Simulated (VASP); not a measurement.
# ZnSe (F-43m) in VASP: further runs

Runs on ZnSe. Level: PBEsol. Tasks: elastic constants.

Program: VASP 6.6.1. These are calculated values, not measurements. Logs are shortened: lines on timing, memory, paths and dates and some standing lists are left out, and cuts for length are marked.

## Step 1: The cell of the first run

The structure is cubic, space group F-43m (No. 216). Conventional cell: a = 5.171 Å, b = 5.171 Å, c = 5.171 Å, α = 90.00°, β = 90.00°, γ = 90.00°. Zn (site symmetry -43m) has 4 Se at 2.24 Å within 3.0 Å. Se (site symmetry -43m) has 4 Zn at 2.24 Å within 3.0 Å.

## Step 2: Elastic constants, PBEsol

Contents of INCAR:

```
ALGO = Normal
EDIFF = 1E-8
ENCUT = 600
GGA = PS
IBRION = 6
ISIF = 3
ISMEAR = 0
LASPH = True
LCHARG = False
LREAL = False
LWAVE = False
NBANDS = 16
NELM = 80
NFREE = 2
NSW = 1
POTIM = 0.015
PREC = Accurate
SIGMA = 0.01
```

Contents of KPOINTS:

```
k-points
0
Gamma
  8 8 8
```

Contents of POSCAR:

```
ZnSe
1.0
    0.0000000000      2.5856521807      2.5856521807
    2.5856521807      0.0000000000      2.5856521807
    2.5856521807      2.5856521807      0.0000000000
Zn Se
1 1
Direct
    0.0000000000      0.0000000000      0.0000000000
    0.7500000000      0.7500000000      0.7500000000
```

Potentials or basis: VASP PAW PBE potentials, release 64 (Zn, Se).

Command:

```
$ cat potpaw_PBE.64/Zn/POTCAR potpaw_PBE.64/Se/POTCAR > POTCAR
$ mpirun -np 1 vasp_std > vasp.out
```

OUTCAR:

```text
EDIFF = 1E-8
   ENCUT = 600
   GGA = PS
   IBRION = 6
   ISIF = 3
   ISMEAR = 0
   LASPH = True
   LREAL = False
   NELM = 80
   NFREE = 2
   NSW = 1
   POTIM = 0.015
   PREC = Accurate

 ion  position               nearest neighbor table
   1  0.000  0.000  0.000-   2 2.24   2 2.24   2 2.24   2 2.24
   2  0.750  0.750  0.750-   1 2.24   1 2.24   1 2.24   1 2.24

  LATTYP: Found a face centered cubic cell.
 ALAT       =     5.1713043614

  Lattice vectors:

 A1 = (   0.0000000000,   2.5856521807,   2.5856521807)
 A2 = (   2.5856521807,   0.0000000000,   2.5856521807)
 A3 = (   2.5856521807,   2.5856521807,   0.0000000000)

Analysis of symmetry for initial positions (statically):
=====================================================================
 Subroutine PRICEL returns:
 Original cell was already a primitive cell.

 Routine SETGRP: Setting up the symmetry group for a
 face centered cubic supercell.

 Subroutine GETGRP returns: Found 24 space group operations
 (whereof 24 operations were pure point group operations)
 out of a pool of 48 trial point group operations.

The static configuration has the point symmetry T_d .

Analysis of symmetry for dynamics (positions and initial velocities):
=====================================================================
 Subroutine PRICEL returns:
 Original cell was already a primitive cell.

 Routine SETGRP: Setting up the symmetry group for a
 face centered cubic supercell.

 Subroutine GETGRP returns: Found 24 space group operations
 (whereof 24 operations were pure point group operations)
 out of a pool of 48 trial point group operations.

The dynamic configuration has the point symmetry T_d .

 Subroutine INISYM returns: Found 24 space group operations
 (whereof 24 operations are pure point group operations),
 and found     1 'primitive' translations

----------------------------------------------------------------------------------------

                                     Primitive cell

  volume of cell :      34.5733

  direct lattice vectors                    reciprocal lattice vectors
     0.000000000  2.585652181  2.585652181    -0.193374810  0.193374810  0.193374810
     2.585652181  0.000000000  2.585652181     0.193374810 -0.193374810  0.193374810
     2.585652181  2.585652181  0.000000000     0.193374810  0.193374810 -0.193374810

  length of vectors
     3.656664382  3.656664382  3.656664382     0.334934996  0.334934996  0.334934996

  position of ions in fractional coordinates (direct lattice)
     0.000000000  0.000000000  0.000000000
     0.750000000  0.750000000  0.750000000

  ion indices of the primitive-cell ions
   primitive index   ion index
                 1           1
                 2           2

----------------------------------------------------------------------------------------

 KPOINTS: k-points

Automatic generation of k-mesh.
 Grid dimensions read from file:
 generate k-points for:    8    8    8

 Generating k-lattice:

[... 102 lines left out ...]

 number of electron      18.0000012 magnetization

 Free energy of the ion-electron system (eV)
  ---------------------------------------------------
  ext. energy  EPLUGINS =         0.00000000
  ---------------------------------------------------
  free energy    TOTEN  =        -5.99753204 eV

  energy without entropy =       -5.99753204  energy(sigma->0) =       -5.99753204

------------------------ aborting loop because EDIFF is reached ----------------------------------------

  FORCE on cell =-STRESS in cart. coord.  units (eV):
  Direction    XX          YY          ZZ          XY          YZ          ZX
  --------------------------------------------------------------------------------------
  -------------------------------------------------------------------------------------
  Total        6.6133941      6.6133941      6.6133941      0.0000000     -0.0000000     -0.0000000
  in kB      306.4747380    306.4747380    306.4747380      0.0000000     -0.0000000     -0.0000000
  external PRESSURE =     306.4747380 kB  Pullay stress =       0.0000000 kB
[... 89 lines left out ...]
  FREE ENERGIE OF THE ION-ELECTRON SYSTEM (eV)
  ---------------------------------------------------
  free  energy   TOTEN  =        -5.8935332301 eV

  energy  without entropy=       -5.8935332301  energy(sigma->0) =       -5.89353323

[... ionic steps 4 to 14 ...]

--------------------------------------- Ionic step       15  -------------------------------------------

 number of electron      18.0000005 magnetization

------------------------ aborting loop because EDIFF is reached ----------------------------------------
[... 67 lines left out ...]
--------------------------------------- Ionic step       17  -------------------------------------------

 number of electron      18.0000011 magnetization

 Free energy of the ion-electron system (eV)
  ---------------------------------------------------
  ext. energy  EPLUGINS =         0.00000000
  ---------------------------------------------------
  free energy    TOTEN  =        -5.99606146 eV

  energy without entropy =       -5.99606146  energy(sigma->0) =       -5.99606146

 E-fermi :   4.4022     XC(G=0): -10.8334

 val. band max:        4.2965001900   @ k =   0.0000   0.0000   0.0000
 cond. band min:       6.3496816554   @ k =   0.0000   0.5000   0.5000
 fundamental gap:      2.0531814655
 Fermi energy:         4.4022097951

 k-point     1 :       0.0000    0.0000    0.0000
  band No.  band energies     occupation
      1     -11.2129      2.00000
      2      -3.7392      2.00000
      3      -3.7236      2.00000
      4      -3.7077      2.00000
      5      -3.0555      2.00000
      6      -3.0552      2.00000
[... 433 lines left out ...]
      3      -3.5126      2.00000
      4      -3.2006      2.00000
      5      -3.0482      2.00000
      6      -2.7048      2.00000
[... 8 lines left out ...]
     15      17.7516      0.00000
     16      19.1799      0.00000

 [... further k-points ...]

------------------------ aborting loop because EDIFF is reached ----------------------------------------

  FORCE on cell =-STRESS in cart. coord.  units (eV):
  Direction    XX          YY          ZZ          XY          YZ          ZX
  --------------------------------------------------------------------------------------
  -------------------------------------------------------------------------------------
  Total        6.6126406      6.6183255      6.6183255      0.0000000     -0.2806066      0.0000000
  in kB      306.4398185    306.7032627    306.7032627      0.0000000    -13.0037344      0.0000000
  external PRESSURE =     306.6154480 kB  Pullay stress =       0.0000000 kB
[... 17 lines left out ...]
  FREE ENERGIE OF THE ION-ELECTRON SYSTEM (eV)
  ---------------------------------------------------
  free  energy   TOTEN  =        -5.9960614626 eV

  energy  without entropy=       -5.9960614626  energy(sigma->0) =       -5.99606146

 INTERNAL STRAIN TENSORS FROM STRAINED CELLS
 ============================================

 INTERNAL STRAIN TENSOR FOR ION    1 for displacements in x,y,z  (eV/Angst):
          X           Y           Z          XY          YZ          ZX
  --------------------------------------------------------------------------------
  x     0.00000    -0.00000    -0.00000    -0.00000   -18.70679    -0.00000
  y    -0.00000    -0.00000    -0.00000     0.00000     0.00000   -18.70682
  z    -0.00000    -0.00000     0.00000   -18.70687     0.00000    -0.00000

 INTERNAL STRAIN TENSORS FROM DISPLACED ATOMS
 ============================================

 INTERNAL STRAIN TENSOR FOR ION    1 for displacements in x,y,z  (eV/Angst):
          X           Y           Z          XY          YZ          ZX
  --------------------------------------------------------------------------------
  x    -0.00000    -0.00000    -0.00000     0.00000   -18.70540     0.00000
  y    -0.00000    -0.00000    -0.00000     0.00000     0.00000   -18.70540
  z    -0.00000    -0.00000    -0.00000   -18.70540     0.00000     0.00000

 INTERNAL STRAIN TENSOR FOR ION    2 for displacements in x,y,z  (eV/Angst):
          X           Y           Z          XY          YZ          ZX
  --------------------------------------------------------------------------------
  x     0.00000    -0.00000    -0.00000     0.00000    18.70286     0.00000
  y    -0.00000     0.00000    -0.00000     0.00000     0.00000    18.70286
  z    -0.00000    -0.00000     0.00000    18.70286     0.00000     0.00000

 Eigenvectors and eigenvalues of the dynamical matrix
 ----------------------------------------------------

   1 f  =    9.454510 THz    59.404436 2PiTHz  315.368493 cm-1    39.100692 meV
             X         Y         Z           dx          dy          dz
      0.000000  0.000000  0.000000     0.000000    0.098247    0.733393
      3.878478  3.878478  3.878478     0.000000   -0.089315   -0.666713
[... 21 lines left out ...]
   6 f/i=    0.004875 THz     0.030630 2PiTHz    0.162610 cm-1     0.020161 meV
             X         Y         Z           dx          dy          dz
      0.000000  0.000000  0.000000     0.000000   -0.323046   -0.590020
      3.878478  3.878478  3.878478    -0.000000   -0.355355   -0.649030

--------------------------------------------------------------------------------------------------------

 ELASTIC MODULI CONTR FROM IONIC RELAXATION (kBar)
 Direction    XX          YY          ZZ          XY          YZ          ZX
 --------------------------------------------------------------------------------
 XX          -0.0000     -0.0000     -0.0000     -0.0000     -0.0000     -0.0000
 YY          -0.0000     -0.0000     -0.0000     -0.0000     -0.0000     -0.0000
 ZZ          -0.0000     -0.0000     -0.0000     -0.0000     -0.0000     -0.0000
 XY          -0.0000     -0.0000     -0.0000  -1239.3937     -0.0000      0.0000
 YZ          -0.0000     -0.0000     -0.0000     -0.0000  -1239.3937     -0.0000
 ZX          -0.0000     -0.0000     -0.0000      0.0000     -0.0000  -1239.3937
 --------------------------------------------------------------------------------

 TOTAL ELASTIC MODULI (kBar)
 Direction    XX          YY          ZZ          XY          YZ          ZX
 --------------------------------------------------------------------------------
 XX        1662.2650   1521.5764   1521.5764     -0.0000     -0.0000     -0.0000
 YY        1521.5764   1662.2650   1521.5764      0.0000     -0.0000      0.0000
 ZZ        1521.5764   1521.5764   1662.2650     -0.0000      0.0000     -0.0000
 XY          -0.0000      0.0000     -0.0000    248.7903     -0.0000      0.0000
 YZ          -0.0000     -0.0000      0.0000     -0.0000    248.7903     -0.0000
 ZX          -0.0000      0.0000     -0.0000      0.0000     -0.0000    248.7903
 --------------------------------------------------------------------------------
```

Run time: 15 min. Hardware: 1 thread of Intel Xeon 8259CL, shared host; peak memory 0.32 GiB.

Results:

* Elastic constants C11, C12, C44: 166, 152, 25 GPa
* Voigt bulk modulus: 157 GPa
* Highest phonon frequency at Γ, LO-TO splitting left out: 315 cm⁻¹

Phonon frequencies in cm⁻¹ (negative: imaginary):
| q point | frequencies |
| --- | --- |
| (0.000, 0.000, 0.000) | 0 0 0 315 315 315 |

Elastic tensor in Voigt notation (GPa, in the Cartesian axes of the cell as first typed):
```
166 152 152   0   0   0
152 166 152   0   0   0
152 152 166   0   0   0
  0   0   0  25   0   0
  0   0   0   0  25   0
  0   0   0   0   0  25
```

Clamped-ion elastic tensor (GPa):
```
166 152 152   0   0   0
152 166 152   0   0   0
152 152 166   0   0   0
  0   0   0 149   0   0
  0   0   0   0 149   0
  0   0   0   0   0 149
```

Caveat: the cell is under stress, which shifts elastic constants; the PAW data sets were made with another functional, which shifts forces and pressure a little.

## Step 3: Elastic constants, PBEsol

Contents of INCAR:

```
SYSTEM = ZnSe
PREC     = Accurate       ! precision mode
ENCUT    = 600            ! plane-wave cutoff, eV
EDIFF    = 1E-8           ! SCF threshold, eV
ISMEAR   = 0              ! smearing method
SIGMA    = 0.01           ! smearing width, eV
LREAL    = .False.        ! projectors in reciprocal space
LASPH    = .True.         ! aspherical terms in the spheres
NELM     = 60             ! most SCF steps
ALGO     = Normal         ! electronic algorithm
ISIF     = 3              ! what is computed and relaxed
LWAVE    = .False.        ! write WAVECAR
LCHARG   = .False.        ! write CHGCAR
GGA      = PS             ! functional
NBANDS   = 16             ! bands
IBRION   = 6              ! ionic algorithm
NFREE    = 2            
POTIM    = 0.015          ! step
NSW      = 1              ! ionic steps
```

Contents of KPOINTS:

```
Automatic mesh
0
Gamma
  8 8 8
  0 0 0
```

POSCAR is that of step 2.

Potentials or basis: VASP PAW PBE potentials, release 64 (Zn, Se).

Command:

```
$ cat potpaw_PBE.64/Zn/POTCAR potpaw_PBE.64/Se/POTCAR > POTCAR
$ mpirun -np 1 vasp_std > vasp.out
```

Wall time 14 min (1 thread of Intel Xeon 8259CL, shared host); peak memory 0.32 GiB.

Results (log left out):

```yaml
Elastic_constants_C11_C12_C44: 166, 152, 25 GPa
Voigt_bulk_modulus: 157 GPa
Highest_phonon_frequency_at_Γ_LO-TO_splitting_left_out: 315 cm⁻¹
```

Phonon frequencies in cm⁻¹ (negative: imaginary):
| q point | frequencies |
| --- | --- |
| (0.000, 0.000, 0.000) | 0 0 0 315 315 315 |

Elastic tensor in Voigt notation (GPa, in the Cartesian axes of the cell as first typed):
```
166 152 152   0   0   0
152 166 152   0   0   0
152 152 166   0   0   0
  0   0   0  25   0   0
  0   0   0   0  25   0
  0   0   0   0   0  25
```

Clamped-ion elastic tensor (GPa):
```
166 152 152   0   0   0
152 166 152   0   0   0
152 152 166   0   0   0
  0   0   0 149   0   0
  0   0   0   0 149   0
  0   0   0   0   0 149
```

Caveat: the cell is under stress, which shifts elastic constants; the PAW data sets were made with another functional, which shifts forces and pressure a little.

## Step 4: Elastic constants, PBEsol

This run uses another cell than the first one, of 22.34 Å³/atom.

Contents of INCAR:

```
SYSTEM = ZnSe
ALGO = Normal
EDIFF = 1E-8
ENCUT = 600
GGA = PS
IBRION = 6
ISIF = 3
ISMEAR = 0
LASPH = .TRUE.
LCHARG = .FALSE.
LREAL = .FALSE.
LWAVE = .FALSE.
NELM = 100
NFREE = 2
NSW = 1
POTIM = 0.015
PREC = Accurate
SIGMA = 0.01
```

Contents of KPOINTS:

```
k-points
0
G
  8 8 8
  0 0 0
```

Contents of POSCAR:

```
ZnSe
1.0
    0.0000000000      2.8165937352      2.8165937352
    2.8165937352      0.0000000000      2.8165937352
    2.8165937352      2.8165937352      0.0000000000
Zn Se
1 1
Direct
    0.0000000000      0.0000000000      0.0000000000
    0.7500000000      0.7500000000      0.7500000000
```

Command:

```
$ cat potpaw_PBE.64/Zn/POTCAR potpaw_PBE.64/Se/POTCAR > POTCAR
$ mpirun -np 1 vasp_std > vasp.out
```

Run time: 9.2 min. Hardware: 1 thread of Intel Xeon 8259CL, shared host; peak memory 0.35 GiB.

It converged, with:

```yaml
Elastic_constants_C11_C12_C44: 89, 54, 39 GPa
Voigt_bulk_modulus: 66 GPa
Highest_phonon_frequency_at_Γ_LO-TO_splitting_left_out: 210 cm⁻¹
```

Phonon frequencies in cm⁻¹ (negative: imaginary):
| q point | frequencies |
| --- | --- |
| (0.000, 0.000, 0.000) | 0 0 0 210 210 210 |

Elastic tensor in Voigt notation (GPa, in the Cartesian axes of the cell as first typed):
```
89 54 54  0  0  0
54 89 54  0  0  0
54 54 89  0  0  0
 0  0  0 39  0  0
 0  0  0  0 39  0
 0  0  0  0  0 39
```

Clamped-ion elastic tensor (GPa):
```
89 54 54  0  0  0
54 89 54  0  0  0
54 54 89  0  0  0
 0  0  0 61  0  0
 0  0  0  0 61  0
 0  0  0  0  0 61
```

Caveat: the PAW data sets were made with another functional, which shifts forces and pressure a little.

## Step 5: Elastic constants, PBEsol

This run uses another cell than the first one, of 22.34 Å³/atom.

Contents of INCAR:

```
ALGO = Normal
EDIFF = 1E-8
ENCUT = 600
GGA = PS
IBRION = 6
ISIF = 3
ISMEAR = 0
LASPH = T
LCHARG = F
LREAL = F
LWAVE = F
NBANDS = 16
NELM = 60
NFREE = 2
NSW = 1
POTIM = 0.015
PREC = Accurate
SIGMA = 0.01
```

Contents of KPOINTS:

```
k-points
0
Gamma
  8 8 8
```

POSCAR is that of step 4.

Command:

```
$ cat potpaw_PBE.64/Zn/POTCAR potpaw_PBE.64/Se/POTCAR > POTCAR
$ mpirun -np 1 vasp_std > vasp.out
```

Wall time 11 min (1 thread of Intel Xeon 8259CL, shared host); peak memory 0.37 GiB.

Results (log left out):

* Elastic constants C11, C12, C44: 90, 54, 39 GPa
* Voigt bulk modulus: 66 GPa
* Highest phonon frequency at Γ, LO-TO splitting left out: 210 cm⁻¹

Phonon frequencies in cm⁻¹ (negative: imaginary):
| q point | frequencies |
| --- | --- |
| (0.000, 0.000, 0.000) | 0 0 0 210 210 210 |

Elastic tensor in Voigt notation (GPa, in the Cartesian axes of the cell as first typed):
```
90 54 54  0  0  0
54 90 54  0  0  0
54 54 90  0  0  0
 0  0  0 39  0  0
 0  0  0  0 39  0
 0  0  0  0  0 39
```

Clamped-ion elastic tensor (GPa):
```
90 54 54  0  0  0
54 90 54  0  0  0
54 54 90  0  0  0
 0  0  0 61  0  0
 0  0  0  0 61  0
 0  0  0  0  0 61
```

Caveat: the PAW data sets were made with another functional, which shifts forces and pressure a little.
